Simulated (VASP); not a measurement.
Set up this calculation in VASP 6.6.1, as the native input.

```yaml
Task: relaxation of cell and atoms
Functional: PBE
Potentials_or_basis: VASP PAW PBE potentials, release 64 (Sb)
Cutoff: 600 eV
k_mesh: 9 × 9 × 12
Occupations: fermi-dirac, width 0.1 eV
Spin: no spin polarisation
Target_pressure: 370 GPa
Dipole_correction: no
Further_INCAR_settings: ALGO = Normal; EDIFF = 1e-07; IBRION = 2; EDIFFG = -0.005; NSW = 32; ISIF = 3
```

The structure of Sb lies in POSCAR:

```
Sb
1.0
    4.0827076968      0.0000000000      0.0000000000
   -2.0413538484      3.5357285816      0.0000000000
    0.0000000000      0.0000000000      2.4195736434
Sb
3
Direct
    0.0000000000      0.0000000000      0.0000000000
    0.3333333333      0.6666666667      0.5000000000
    0.6666666667      0.3333333333      0.5000000000
```

This isn't the form of Sb at room conditions, which is rhombohedral.

One way to write it, as run:

INCAR

```
ALGO = Normal
EDIFF = 1E-7
EDIFFG = -0.005
ENCUT = 600
GGA = PE
IBRION = 2
ISIF = 3
ISMEAR = -1
LASPH = True
LCHARG = False
LREAL = False
LWAVE = False
NELM = 80
NSW = 32
PREC = Accurate
PSTRESS = 3700.0
SIGMA = 0.1
```

KPOINTS

```
k-points
0
Gamma
  9 9 12
```

Potentials or basis: VASP PAW PBE potentials, release 64 (Sb).

Run with:

```console
$ cat potpaw_PBE.64/Sb/POTCAR > POTCAR
$ mpirun -np 1 vasp_std > vasp.out
```

Results of the run:

```yaml
Relaxed_volume: 11.75 Å³/atom
Relaxed_cell: a = 4.095 Å, b = 4.095 Å, c = 2.426 Å, α = 90.00°, β = 90.00°, γ = 120.00°
Space_group_after_relaxing_to_0.1_Å: P6/mmm (No. 191)
Energy_change_on_relaxing_the_run_minimises_the_enthalpy: -241.4 meV/atom
Ionic_steps: 10
Pressure_after_relaxing: 370.0 GPa
```

Caveat: the cell is relaxed towards a set pressure, so the run minimises the enthalpy, not the energy; the highest band is partly filled, so the run has too few bands.

Wall time 3.3 min on 1 thread of Intel(R) Xeon(R) Platinum 8375C CPU @ 2.90GHz (Ice Lake), with other jobs on the host, peak memory 0.2 GiB.
